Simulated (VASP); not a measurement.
# HfO2 (P4_2/nmc) in VASP: a series of runs

Runs on HfO2. Level: PBEsol+U. Tasks: density of states.

All numbers are computed with VASP 6.6.1; they aren't measurements. Logs are shortened: lines on timing, memory, paths and dates and some standing lists are left out, and cuts for length are marked.

### Step 1. The cell of the first run

It takes space group P4_2/nmc (No. 137, tetragonal). Conventional cell: a = 3.558 Å, b = 3.558 Å, c = 5.172 Å, α = 90.00°, β = 90.00°, γ = 90.00°. Within 2.7 Å of Hf (site symmetry -4m2) lie 8 O at 2.05 to 2.37 Å. O (site symmetry 2mm) has 4 Hf at 2.05 to 2.37 Å and 6 O at 2.57 to 2.59 Å within 2.7 Å.

### Step 2. Density of states, PBEsol+U

Contents of POSCAR:

```
HfO2
1.0
    3.5580193300      0.0000000000      0.0000000000
    0.0000000000      3.5580193300      0.0000000000
    0.0000000000      0.0000000000      5.1718612100
Hf O
2 4
Direct
    0.0000000000      0.0000000000      0.0000000000
    0.5000000000      0.5000000000      0.5000000000
    0.0000000000      0.5000000000      0.1972078800
    0.5000000000      0.0000000000      0.3027921200
    0.5000000000      0.0000000000      0.8027921200
    0.0000000000      0.5000000000      0.6972078800
```

Contents of INCAR.step1:

```
SYSTEM = HfO2
  PREC = Accurate
  ENCUT = 520
  EDIFF = 1E-6
  ISMEAR = -1
  SIGMA = 0.05
  LREAL = .FALSE.
  LASPH = .TRUE.
  NELM = 150
  ALGO = Normal
  ISIF = 2
  LWAVE = .FALSE.
  LCHARG = .TRUE.
  LMAXMIX = 4
  LDAU = .TRUE.
  LDAUTYPE = 2
  LDAUL = 2 -1
  LDAUU = 8 0
  LDAUJ = 0 0
  LDAUPRINT = 1
  GGA = PS
  NBANDS = 31
```

Contents of KPOINTS.step1:

```
Automatic mesh
0
G
  8 8 5
  0 0 0
```

Contents of INCAR.step2:

```
SYSTEM = HfO2
  PREC = Accurate
  ENCUT = 520
  EDIFF = 1E-6
  ISMEAR = -5
  SIGMA = 0.05
  LREAL = .FALSE.
  LASPH = .TRUE.
  NELM = 150
  ALGO = Normal
  ISIF = 2
  LWAVE = .FALSE.
  LCHARG = .FALSE.
  LMAXMIX = 4
  LDAU = .TRUE.
  LDAUTYPE = 2
  LDAUL = 2 -1
  LDAUU = 8 0
  LDAUJ = 0 0
  LDAUPRINT = 1
  GGA = PS
  LORBIT = 11
  NBANDS = 31
  NEDOS = 2001
  ICHARG = 11
```

Contents of KPOINTS.step2:

```
Automatic mesh
0
G
  12 12 8
  0 0 0
```

Potentials or basis: VASP PAW PBE potentials, release 64 (Hf_pv, O).

On the command line:

```console
> cat potpaw_PBE.64/Hf_pv/POTCAR potpaw_PBE.64/O/POTCAR > POTCAR
> cp INCAR.step1 INCAR
> cp KPOINTS.step1 KPOINTS
> mpirun -np 1 vasp_std > vasp.out
> cp INCAR.step2 INCAR
> cp KPOINTS.step2 KPOINTS
> mpirun -np 1 vasp_std > vasp.out
```

OUTCAR:

```text
SYSTEM = HfO2
   PREC = Accurate
   ENCUT = 520
   EDIFF = 1E-6
   ISMEAR = -5
   LREAL = .FALSE.
   LASPH = .TRUE.
   NELM = 150
   ISIF = 2
   GGA = PS
   LORBIT = 11
   ICHARG = 11

 ion  position               nearest neighbor table
   1  0.000  0.000  0.000-   3 2.05   5 2.05   3 2.05   5 2.05   4 2.37   6 2.37   4 2.37   6 2.37
                             2 3.61   2 3.61   2 3.61   2 3.61   2 3.61   2 3.61   2 3.61   2 3.61
   2  0.500  0.500  0.500-   4 2.05   6 2.05   4 2.05   6 2.05   5 2.37   5 2.37   3 2.37   3 2.37
                             1 3.61   1 3.61   1 3.61   1 3.61   1 3.61   1 3.61   1 3.61   1 3.61
   3  0.000  0.500  0.197-   1 2.05   1 2.05   2 2.37   2 2.37
   4  0.500  0.000  0.303-   2 2.05   2 2.05   1 2.37   1 2.37
   5  0.500  0.000  0.803-   1 2.05   1 2.05   2 2.37   2 2.37
   6  0.000  0.500  0.697-   2 2.05   2 2.05   1 2.37   1 2.37

  LATTYP: Found a simple tetragonal cell.
 ALAT       =     3.5580193300
 C/A-ratio  =     1.4535787275

  Lattice vectors:

 A1 = (   3.5580193300,   0.0000000000,   0.0000000000)
 A2 = (   0.0000000000,   3.5580193300,   0.0000000000)
 A3 = (   0.0000000000,   0.0000000000,   5.1718612100)

Analysis of symmetry for initial positions (statically):
=====================================================================
 Subroutine PRICEL returns:
 Original cell was already a primitive cell.

 Routine SETGRP: Setting up the symmetry group for a
 simple tetragonal supercell.

 Subroutine GETGRP returns: Found 16 space group operations
 (whereof  8 operations were pure point group operations)
 out of a pool of 16 trial point group operations.

The static configuration has the point symmetry D_2d.
 The point group associated with its full space group is D_4h.

Analysis of symmetry for dynamics (positions and initial velocities):
=====================================================================
 Subroutine PRICEL returns:
 Original cell was already a primitive cell.

 Routine SETGRP: Setting up the symmetry group for a
 simple tetragonal supercell.

 Subroutine GETGRP returns: Found 16 space group operations
 (whereof  8 operations were pure point group operations)
 out of a pool of 16 trial point group operations.

The dynamic configuration has the point symmetry D_2d.
 The point group associated with its full space group is D_4h.

 Subroutine INISYM returns: Found 16 space group operations
 (whereof  8 operations are pure point group operations),
 and found     1 'primitive' translations

----------------------------------------------------------------------------------------

                                     Primitive cell

  volume of cell :      65.4732

  direct lattice vectors                    reciprocal lattice vectors
     3.558019330  0.000000000  0.000000000     0.281055247  0.000000000  0.000000000
     0.000000000  3.558019330  0.000000000     0.000000000  0.281055247  0.000000000
     0.000000000  0.000000000  5.171861210     0.000000000  0.000000000  0.193353990

  length of vectors
     3.558019330  3.558019330  5.171861210     0.281055247  0.281055247  0.193353990

  position of ions in fractional coordinates (direct lattice)
     0.000000000  0.000000000  0.000000000
     0.500000000  0.500000000  0.500000000
     0.000000000  0.500000000  0.197207880
     0.500000000  0.000000000  0.302792120
     0.500000000  0.000000000  0.802792120
     0.000000000  0.500000000  0.697207880

  ion indices of the primitive-cell ions
   primitive index   ion index
                 1           1
                 2           2
                 3           3
[... 126 lines left out ...]
  0.0000  0.1570  0.0000  0.0000  0.0000
  0.0000  0.0000  0.0592 -0.0000  0.0000
 -0.0000  0.0000 -0.0000  0.1570  0.0000
  0.0000  0.0000  0.0000  0.0000  0.1857

spin component  2

  0.0615  0.0000  0.0000 -0.0000  0.0000
  0.0000  0.1570  0.0000  0.0000  0.0000
  0.0000  0.0000  0.0592 -0.0000  0.0000
 -0.0000  0.0000 -0.0000  0.1570  0.0000
  0.0000  0.0000  0.0000  0.0000  0.1857

 occupancies and eigenvectors

  o =  0.0592  v =  0.0000  0.0000 -1.0000 -0.0000  0.0000  0.0000  0.0000  0.0000  0.0000  0.0000      0.0000  0.0000  0.0000  0.0000  0.0000  0.0000  0.0000  0.0000  0.0000  0.0000
  o =  0.0592  v =  0.0000  0.0000  0.0000  0.0000  0.0000  0.0000  0.0000 -1.0000 -0.0000  0.0000      0.0000  0.0000  0.0000  0.0000  0.0000  0.0000  0.0000  0.0000  0.0000  0.0000
  o =  0.0615  v =  1.0000  0.0000  0.0000  0.0000  0.0000  0.0000  0.0000  0.0000  0.0000  0.0000      0.0000  0.0000  0.0000  0.0000  0.0000  0.0000  0.0000  0.0000  0.0000  0.0000
  o =  0.0615  v =  0.0000  0.0000  0.0000  0.0000  0.0000  1.0000  0.0000  0.0000  0.0000  0.0000      0.0000  0.0000  0.0000  0.0000  0.0000  0.0000  0.0000  0.0000  0.0000  0.0000
[... 6 lines left out ...]

atom =   2  type =  1  l = 2

 onsite density matrix

spin component  1

  0.0615  0.0000  0.0000  0.0000  0.0000
  0.0000  0.1570  0.0000  0.0000  0.0000
  0.0000  0.0000  0.0592 -0.0000 -0.0000
  0.0000  0.0000 -0.0000  0.1570 -0.0000
  0.0000  0.0000 -0.0000 -0.0000  0.1857

spin component  2

  0.0615  0.0000  0.0000  0.0000  0.0000
  0.0000  0.1570  0.0000  0.0000  0.0000
  0.0000  0.0000  0.0592 -0.0000 -0.0000
  0.0000  0.0000 -0.0000  0.1570 -0.0000
  0.0000  0.0000 -0.0000 -0.0000  0.1857

 occupancies and eigenvectors

  o =  0.0592  v =  0.0000 -0.0000  1.0000  0.0000  0.0000  0.0000  0.0000  0.0000  0.0000  0.0000      0.0000  0.0000  0.0000  0.0000  0.0000  0.0000  0.0000  0.0000  0.0000  0.0000
  o =  0.0592  v =  0.0000  0.0000  0.0000  0.0000  0.0000  0.0000 -0.0000  1.0000  0.0000  0.0000      0.0000  0.0000  0.0000  0.0000  0.0000  0.0000  0.0000  0.0000  0.0000  0.0000
  o =  0.0615  v =  1.0000  0.0000  0.0000  0.0000  0.0000  0.0000  0.0000  0.0000  0.0000  0.0000      0.0000  0.0000  0.0000  0.0000  0.0000  0.0000  0.0000  0.0000  0.0000  0.0000
  o =  0.0615  v =  0.0000  0.0000  0.0000  0.0000  0.0000  1.0000  0.0000  0.0000  0.0000  0.0000      0.0000  0.0000  0.0000  0.0000  0.0000  0.0000  0.0000  0.0000  0.0000  0.0000
  o =  0.1570  v =  0.0000  0.9996  0.0000  0.0275  0.0000  0.0000  0.0000  0.0000  0.0000  0.0000      0.0000  0.0000  0.0000  0.0000  0.0000  0.0000  0.0000  0.0000  0.0000  0.0000
  o =  0.1570  v =  0.0000  0.0000  0.0000  0.0000  0.0000  0.0000  0.9996  0.0000  0.0275  0.0000      0.0000  0.0000  0.0000  0.0000  0.0000  0.0000  0.0000  0.0000  0.0000  0.0000
  o =  0.1570  v =  0.0000  0.0275  0.0000 -0.9996  0.0000  0.0000  0.0000  0.0000  0.0000  0.0000      0.0000  0.0000  0.0000  0.0000  0.0000  0.0000  0.0000  0.0000  0.0000  0.0000
  o =  0.1570  v =  0.0000  0.0000  0.0000  0.0000  0.0000  0.0000  0.0275  0.0000 -0.9996  0.0000      0.0000  0.0000  0.0000  0.0000  0.0000  0.0000  0.0000  0.0000  0.0000  0.0000
  o =  0.1857  v =  0.0000  0.0000  0.0000  0.0000  0.0000  0.0000 -0.0000 -0.0000 -0.0000  1.0000      0.0000  0.0000  0.0000  0.0000  0.0000  0.0000  0.0000  0.0000  0.0000  0.0000
  o =  0.1857  v =  0.0000 -0.0000 -0.0000 -0.0000  1.0000  0.0000  0.0000  0.0000  0.0000  0.0000      0.0000  0.0000  0.0000  0.0000  0.0000  0.0000  0.0000  0.0000  0.0000  0.0000

 number of electron      44.0000022 magnetization

 Free energy of the ion-electron system (eV)
  ---------------------------------------------------
  ext. energy  EPLUGINS =         0.00000000
  ---------------------------------------------------
  free energy    TOTEN  =       -54.08020829 eV

  energy without entropy =      -54.08020829  energy(sigma->0) =      -54.08020829

 E-fermi :   3.9355     XC(G=0): -12.0685

 val. band max:        3.9290700509   @ k =   0.2500   0.2500   0.0000
 cond. band min:       9.4031918782   @ k =   0.0000   0.0000   0.0000
 fundamental gap:      5.4741218273
 Fermi energy:         3.9355268219

 k-point     1 :       0.0000    0.0000    0.0000
  band No.  band energies     occupation
      1     -26.6191      2.00000
      2     -26.2850      2.00000
      3     -26.2850      2.00000
      4     -26.2290      2.00000
      5     -26.1800      2.00000
      6     -26.1800      2.00000
[... 805 lines left out ...]
     30      13.3420      0.00000
     31      13.7775      0.00000

 [... further k-points ...]
[... 5 lines left out ...]
  --------------------------------------------------------------------------------------
  -------------------------------------------------------------------------------------
  Total       10.9713334     10.9713334      7.9363494      0.0000000      0.0000000     -0.0000000
  in kB      268.4766547    268.4766547    194.2083478      0.0000000      0.0000000     -0.0000000
  external PRESSURE =     243.7205524 kB  Pullay stress =       0.0000000 kB

 VOLUME and BASIS-vectors are now :
 -----------------------------------------------------------------------------
  energy-cutoff  :      520.00
  volume of cell :       65.47
      direct lattice vectors                 reciprocal lattice vectors
     3.558019330  0.000000000  0.000000000     0.281055247  0.000000000  0.000000000
     0.000000000  3.558019330  0.000000000     0.000000000  0.281055247  0.000000000
     0.000000000  0.000000000  5.171861210     0.000000000  0.000000000  0.193353990

 POSITION                                       TOTAL-FORCE (eV/Angst)
 -----------------------------------------------------------------------------------
      0.00000      0.00000      0.00000         0.000000      0.000000      0.000000
      1.77901      1.77901      2.58593         0.000000      0.000000      0.000000
      0.00000      1.77901      1.01993        -0.000000     -0.000000      1.272092
      1.77901      0.00000      1.56600         0.000000      0.000000     -1.272092
      1.77901      0.00000      4.15193         0.000000      0.000000     -1.272092
      0.00000      1.77901      3.60586        -0.000000     -0.000000      1.272092
 -----------------------------------------------------------------------------------
    total drift:                                0.000000      0.000000      0.000000

  FREE ENERGIE OF THE ION-ELECTRON SYSTEM (eV)
  ---------------------------------------------------
  free  energy   TOTEN  =       -54.0802082936 eV

  energy  without entropy=      -54.0802082936  energy(sigma->0) =      -54.08020829

 total charge

# of ion       s       p       d       tot
------------------------------------------
    1        0.341   6.688   1.204   8.233
    2        0.341   6.688   1.204   8.233
    3        1.560   3.596   0.000   5.156
    4        1.560   3.596   0.000   5.156
    5        1.560   3.596   0.000   5.156
    6        1.560   3.596   0.000   5.156
--------------------------------------------------
tot          6.921  27.762   2.408  37.090
```

Wall time 2.2 min (1 thread of Intel Xeon Platinum 8488C (Sapphire Rapids), shared host); peak memory 0.33 GiB.

Results:

```yaml
Valence_electrons_inside_the_program's_atomic_spheres: Hf 8.23; O 5.16
```

Eigenvalues of the final occupation matrices:
| site | spin | trace | eigenvalues |
| --- | --- | --- | --- |
| site 1 d | 1 | 0.62 | 0.06 0.06 0.16 0.16 0.19 |
| site 1 d | 2 | 0.62 | 0.06 0.06 0.16 0.16 0.19 |
| site 2 d | 1 | 0.62 | 0.06 0.06 0.16 0.16 0.19 |
| site 2 d | 2 | 0.62 | 0.06 0.06 0.16 0.16 0.19 |

Caveat: the PAW data sets were made with another functional, which shifts forces and pressure a little; spin-orbit coupling is left out, which moves the levels of the heavy elements.

### Step 3. Density of states, PBEsol+U

POSCAR is that of step 2.

Contents of INCAR.step1:

```
PREC = Accurate
ENCUT = 520
EDIFF = 1E-6
ISMEAR = -1
SIGMA = 0.05
LREAL = F
LASPH = T
NELM = 150
ALGO = Normal
ISIF = 2
LWAVE = F
LCHARG = T
LMAXMIX = 4
LDAU = T
LDAUTYPE = 2
LDAUL = 2 -1
LDAUU = 1 0
LDAUJ = 0 0
LDAUPRINT = 1
GGA = PS
NBANDS = 31
```

Contents of KPOINTS.step1:

```
Automatic mesh
0
Gamma
  8 8 5
```

Contents of INCAR.step2:

```
PREC = Accurate
ENCUT = 520
EDIFF = 1E-6
ISMEAR = -5
SIGMA = 0.05
LREAL = F
LASPH = T
NELM = 150
ALGO = Normal
ISIF = 2
LWAVE = F
LCHARG = F
LMAXMIX = 4
LDAU = T
LDAUTYPE = 2
LDAUL = 2 -1
LDAUU = 1 0
LDAUJ = 0 0
LDAUPRINT = 1
GGA = PS
LORBIT = 10
NBANDS = 31
NEDOS = 1001
ICHARG = 11
```

Contents of KPOINTS.step2:

```
Automatic mesh
0
Gamma
  12 12 8
```

Potentials or basis: VASP PAW PBE potentials, release 64 (Hf_pv, O).

On the command line:

```console
> cat potpaw_PBE.64/Hf_pv/POTCAR potpaw_PBE.64/O/POTCAR > POTCAR
> cp INCAR.step1 INCAR
> cp KPOINTS.step1 KPOINTS
> mpirun -np 1 vasp_std > vasp.out
> cp INCAR.step2 INCAR
> cp KPOINTS.step2 KPOINTS
> mpirun -np 1 vasp_std > vasp.out
```

Wall time 3.9 min (1 thread of AMD EPYC 9R45 (Zen 5), shared host); peak memory 0.3 GiB.

Results (log left out):

| Item | Value |
| --- | --- |
| Valence electrons inside the program's atomic spheres | Hf 8.41; O 5.11 |

Levels at points of the mesh, in eV from the valence-band top:
```csv
k point,band 18,band 19,band 20,band 21,band 22,band 23,band 24,band 25,band 26,band 27
"(0.00, 0.00, 0.00)",-1.27,-0.67,-0.12,-0.08,-0.08,4.74,4.88,6.01,6.39,6.43
"(0.50, 0.00, 0.00)",-2.19,-1.45,-1.45,-0.13,-0.13,5.23,5.23,6.30,6.30,7.54
"(0.50, 0.50, 0.00)",-1.04,-0.77,-0.77,-0.55,-0.55,5.82,5.82,6.33,6.33,7.41
"(0.00, 0.00, 0.50)",-2.75,-0.62,-0.62,0.00,0.00,5.55,5.55,5.79,5.79,8.54
"(0.50, 0.00, 0.50)",-1.95,-1.41,-1.41,-0.97,-0.97,5.39,5.39,5.77,5.77,7.65
"(0.50, 0.50, 0.50)",-1.94,-1.39,-1.39,-0.04,-0.04,6.14,6.14,6.39,6.39,7.53
```

Eigenvalues of the final occupation matrices:
| site | spin | trace | eigenvalues |
| --- | --- | --- | --- |
| site 1 d | 1 | 0.75 | 0.08 0.08 0.19 0.19 0.21 |
| site 1 d | 2 | 0.75 | 0.08 0.08 0.19 0.19 0.21 |
| site 2 d | 1 | 0.75 | 0.08 0.08 0.19 0.19 0.21 |
| site 2 d | 2 | 0.75 | 0.08 0.08 0.19 0.19 0.21 |

Caveat: the PAW data sets were made with another functional, which shifts forces and pressure a little; spin-orbit coupling is left out, which moves the levels of the heavy elements.

### Step 4. Density of states, PBEsol+U

POSCAR is that of step 3.

Contents of INCAR.step1:

```
SYSTEM = HfO2
  PREC = Accurate
  ENCUT = 520
  EDIFF = 1E-6
  ISMEAR = -1
  SIGMA = 0.05
  LREAL = .False.
  LASPH = .True.
  NELM = 150
  ALGO = Normal
  ISIF = 2
  LWAVE = .False.
  LCHARG = .True.
  LMAXMIX = 4
  LDAU = .True.
  LDAUTYPE = 2
  LDAUL = 2 -1
  LDAUU = 2 0
  LDAUJ = 0 0
  LDAUPRINT = 1
  GGA = PS
  NBANDS = 31
```

Contents of KPOINTS.step1:

```
Automatic mesh
0
Gamma
  8 8 5
  0 0 0
```

Contents of INCAR.step2:

```
SYSTEM = HfO2
  PREC = Accurate
  ENCUT = 520
  EDIFF = 1E-6
  ISMEAR = -5
  SIGMA = 0.05
  LREAL = .False.
  LASPH = .True.
  NELM = 150
  ALGO = Normal
  ISIF = 2
  LWAVE = .False.
  LCHARG = .False.
  LMAXMIX = 4
  LDAU = .True.
  LDAUTYPE = 2
  LDAUL = 2 -1
  LDAUU = 2 0
  LDAUJ = 0 0
  LDAUPRINT = 1
  GGA = PS
  LORBIT = 11
  NBANDS = 31
  NEDOS = 2001
  ICHARG = 11
```

Contents of KPOINTS.step2:

```
Automatic mesh
0
Gamma
  12 12 8
  0 0 0
```

On the command line:

```console
> cat potpaw_PBE.64/Hf_pv/POTCAR potpaw_PBE.64/O/POTCAR > POTCAR
> cp INCAR.step1 INCAR
> cp KPOINTS.step1 KPOINTS
> mpirun -np 1 vasp_std > vasp.out
> cp INCAR.step2 INCAR
> cp KPOINTS.step2 KPOINTS
> mpirun -np 1 vasp_std > vasp.out
```

Run time: 3.5 min. Hardware: 1 thread of AMD EPYC 9R45 (Zen 5), shared host; peak memory 0.3 GiB.

The run converged. Its results:

```yaml
Valence_electrons_inside_the_program's_atomic_spheres: Hf 8.38; O 5.11
```

Levels at points of the mesh, in eV from the valence-band top:
```tsv
k point	band 19	band 20	band 21	band 22	band 23	band 24	band 25	band 26
(0.00, 0.00, 0.00)	-0.63	-0.11	-0.08	-0.08	4.85	5.10	6.05	6.53
(0.50, 0.00, 0.00)	-1.44	-1.44	-0.12	-0.12	5.39	5.39	6.49	6.49
(0.50, 0.50, 0.00)	-0.74	-0.74	-0.54	-0.54	5.93	5.93	6.57	6.57
(0.00, 0.00, 0.50)	-0.61	-0.61	0.00	0.00	5.78	5.78	5.94	5.94
(0.50, 0.00, 0.50)	-1.41	-1.41	-0.98	-0.98	5.58	5.58	5.97	5.97
(0.50, 0.50, 0.50)	-1.34	-1.34	-0.04	-0.04	6.36	6.36	6.52	6.52
```

Eigenvalues of the final occupation matrices:
| site | spin | trace | eigenvalues |
| --- | --- | --- | --- |
| site 1 d | 1 | 0.73 | 0.08 0.08 0.18 0.18 0.21 |
| site 1 d | 2 | 0.73 | 0.08 0.08 0.18 0.18 0.21 |
| site 2 d | 1 | 0.73 | 0.08 0.08 0.18 0.18 0.21 |
| site 2 d | 2 | 0.73 | 0.08 0.08 0.18 0.18 0.21 |

Caveat: the PAW data sets were made with another functional, which shifts forces and pressure a little; spin-orbit coupling is left out, which moves the levels of the heavy elements.

### Step 5. Density of states, PBEsol+U

POSCAR is that of step 4.

Contents of INCAR.step1:

```
SYSTEM = HfO2
  ALGO = Normal
  EDIFF = 1E-6
  ENCUT = 520
  GGA = PS
  ISIF = 2
  ISMEAR = -1
  LASPH = .TRUE.
  LCHARG = .TRUE.
  LDAU = .TRUE.
  LDAUJ = 0 0
  LDAUL = 2 -1
  LDAUPRINT = 1
  LDAUTYPE = 2
  LDAUU = 6 0
  LMAXMIX = 4
  LREAL = .FALSE.
  LWAVE = .FALSE.
  NBANDS = 31
  NELM = 150
  PREC = Accurate
  SIGMA = 0.05
```

Contents of KPOINTS.step1:

```
k-points
0
G
  8 8 5
  0 0 0
```

Contents of INCAR.step2:

```
SYSTEM = HfO2
  ALGO = Normal
  EDIFF = 1E-6
  ENCUT = 520
  GGA = PS
  ICHARG = 11
  ISIF = 2
  ISMEAR = -5
  LASPH = .TRUE.
  LCHARG = .FALSE.
  LDAU = .TRUE.
  LDAUJ = 0 0
  LDAUL = 2 -1
  LDAUPRINT = 1
  LDAUTYPE = 2
  LDAUU = 6 0
  LMAXMIX = 4
  LORBIT = 10
  LREAL = .FALSE.
  LWAVE = .FALSE.
  NEDOS = 1001
  NELM = 150
  PREC = Accurate
  SIGMA = 0.05
```

Contents of KPOINTS.step2:

```
k-points
0
G
  12 12 8
  0 0 0
```

On the command line:

```console
> cat potpaw_PBE.64/Hf_pv/POTCAR potpaw_PBE.64/O/POTCAR > POTCAR
> cp INCAR.step1 INCAR
> cp KPOINTS.step1 KPOINTS
> mpirun -np 1 vasp_std > vasp.out
> cp INCAR.step2 INCAR
> cp KPOINTS.step2 KPOINTS
> mpirun -np 1 vasp_std > vasp.out
```

Run time: 3.6 min. Hardware: 1 thread of AMD EPYC 9R45 (Zen 5), shared host; peak memory 0.27 GiB.

Results (log left out):

```yaml
Valence_electrons_inside_the_program's_atomic_spheres: Hf 8.28; O 5.14
```

Levels at points of the mesh, in eV from the valence-band top:
| k point | band 18 | band 19 | band 20 | band 21 | band 22 | band 23 | band 24 | band 25 | band 26 |
| --- | --- | --- | --- | --- | --- | --- | --- | --- | --- |
| (0.00, 0.00, 0.00) | -1.06 | -0.49 | -0.11 | -0.10 | -0.10 | 5.27 | 5.93 | 6.00 | 7.20 |
| (0.50, 0.00, 0.00) | -2.12 | -1.44 | -1.44 | -0.10 | -0.10 | 6.03 | 6.03 | 7.26 | 7.26 |
| (0.50, 0.50, 0.00) | -0.89 | -0.62 | -0.62 | -0.51 | -0.51 | 6.35 | 6.35 | 7.60 | 7.66 |
| (0.00, 0.00, 0.50) | -2.64 | -0.59 | -0.59 | -0.02 | -0.02 | 6.55 | 6.55 | 6.73 | 6.73 |
| (0.50, 0.00, 0.50) | -1.99 | -1.43 | -1.43 | -1.03 | -1.03 | 6.35 | 6.35 | 6.79 | 6.79 |
| (0.50, 0.50, 0.50) | -1.94 | -1.17 | -1.17 | -0.04 | -0.04 | 7.03 | 7.03 | 7.26 | 7.26 |

Eigenvalues of the final occupation matrices:
| site | spin | trace | eigenvalues |
| --- | --- | --- | --- |
| site 1 d | 1 | 0.66 | 0.06 0.07 0.17 0.17 0.19 |
| site 1 d | 2 | 0.66 | 0.06 0.07 0.17 0.17 0.19 |
| site 2 d | 1 | 0.66 | 0.06 0.07 0.17 0.17 0.19 |
| site 2 d | 2 | 0.66 | 0.06 0.07 0.17 0.17 0.19 |

Caveat: the PAW data sets were made with another functional, which shifts forces and pressure a little; spin-orbit coupling is left out, which moves the levels of the heavy elements.
